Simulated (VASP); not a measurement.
Input of a VASP 6.6.1 run:

Contents of POSCAR:

```
TiSi
1.0
    3.8127853784      0.0000000000      0.0000000000
    0.0000000000      1.8165394147      2.0762868739
    0.0000000000     -1.8165394147      2.0762868739
Ti Si
1 1
Direct
    0.0000000000      0.0503224037      0.0503224037
    0.5000000000      0.5511775963      0.5511775963
```

The input INCAR.step1:

```
SYSTEM = TiSi
  ALGO = Normal
  EDIFF = 1E-4
  ENCUT = 520
  GGA = PE
  ISMEAR = 0
  LASPH = .TRUE.
  LCHARG = .FALSE.
  LREAL = .FALSE.
  LWAVE = .TRUE.
  NBANDS = 15
  NELM = 80
  PREC = Accurate
  SIGMA = 0.15
```

Contents of INCAR.step2:

```
SYSTEM = TiSi
  ALGO = Normal
  EDIFF = 1E-6
  ENCUT = 520
  ISIF = 2
  ISMEAR = 0
  ISTART = 1
  LASPH = .TRUE.
  LCHARG = .FALSE.
  LMIXTAU = .TRUE.
  LREAL = .FALSE.
  LWAVE = .FALSE.
  METAGGA = R2SCAN
  NBANDS = 15
  NELM = 80
  PREC = Accurate
  SIGMA = 0.15
```

KPOINTS

```
k-points
0
G
  10 12 12
  0 0 0
```

Potentials or basis: VASP PAW PBE potentials, release 64 (Ti_sv, Si).

Launch:

```sh
$ cat potpaw_PBE.64/Ti_sv/POTCAR potpaw_PBE.64/Si/POTCAR > POTCAR
$ cp INCAR.step1 INCAR
$ mpirun -np 1 vasp_std > vasp.out
$ cp INCAR.step2 INCAR
$ mpirun -np 1 vasp_std > vasp.out
```

(1) Estimate the band gap on the k mesh.

(2) Estimate the largest force.

(3) Estimate the pressure.

Results:

(1) zero (band 8 reaches 11.33 eV, above the bottom of band 9 at 9.55 eV).

(2) 0.005 eV/Å.

(3) 0.3 GPa.

Caveat: the PAW data sets were made with another functional, which shifts forces and pressure a little.
